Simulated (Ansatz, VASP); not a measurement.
**One calculation of PbSe, two programs**

File INCAR:

```
ALGO = Normal
EDIFF = 1E-6
ENCUT = 520
GGA = CA
ISIF = 2
ISMEAR = 0
LASPH = True
LCHARG = True
LELF = True
LREAL = False
LVHAR = True
LWAVE = False
NBANDS = 28
NELM = 80
PREC = Accurate
SIGMA = 0.01
```

The input KPOINTS:

```
k-points
0
Gamma
  6 6 6
```

File POSCAR:

```
PbSe
1.0
    0.0000000000     12.0007990000      3.1254420000
    3.1181510000      0.0000000000      3.1254420000
    3.1181510000     12.0007990000      0.0000000000
Pb Se
2 2
Direct
    0.1907300000      0.8052670000      0.1947330000
    0.8052670000      0.1907300000      0.8092700000
    0.6744230000      0.2955810000      0.7044190000
    0.2955810000      0.6744230000      0.3255770000
```

Input for Ansatz:

```yaml
crystal:
  lattice:
    - [0.0, 12.000799, 3.125442]
    - [3.118151, 0.0, 3.125442]
    - [3.118151, 12.000799, 0.0]
  atoms:
    - { symbol: Pb, position: [0.19073, 0.805267, 0.194733] }
    - { symbol: Pb, position: [0.805267, 0.19073, 0.80927] }
    - { symbol: Se, position: [0.674423, 0.295581, 0.704419] }
    - { symbol: Se, position: [0.295581, 0.674423, 0.325577] }
kpoints:
  mp_grid:
    grid: [6, 6, 6]
hamiltonian:
  xc: lda
scf:
  occupations:
    method: fixed
  convergence:
    dr2_threshold: 1.0e-08
output:
  eigenvalues: true
```

Alike in both runs: task single point; functional LDA; k mesh 6 × 6 × 6; no spin polarisation.

|  | VASP | Ansatz |
| --- | --- | --- |
| version | VASP 6.6.1 | Ansatz 0.2.0 |
| potentials or method | VASP PAW LDA potentials, release 64 (Pb_d, Se) | plane waves, PAW |
| plane-wave cutoff (eV) | 520 | 420 |
| occupations | gaussian, width 0.01 eV | fixed |
| valence electrons in the cell | 40 | 60 |

|  | VASP | Ansatz | Ansatz less VASP |
| --- | --- | --- | --- |
| gap on the k mesh at the Fermi level (eV) | 1.59 | 1.59 | +0.006 |

LDA's correlation is that of Perdew and Zunger in VASP and of Perdew and Wang (1992) in Ansatz. VASP's potentials hold 40 valence electrons a cell and Ansatz's 60, so a difference there can come from the potentials and not from the codes.

Neither program's run includes spin-orbit coupling.
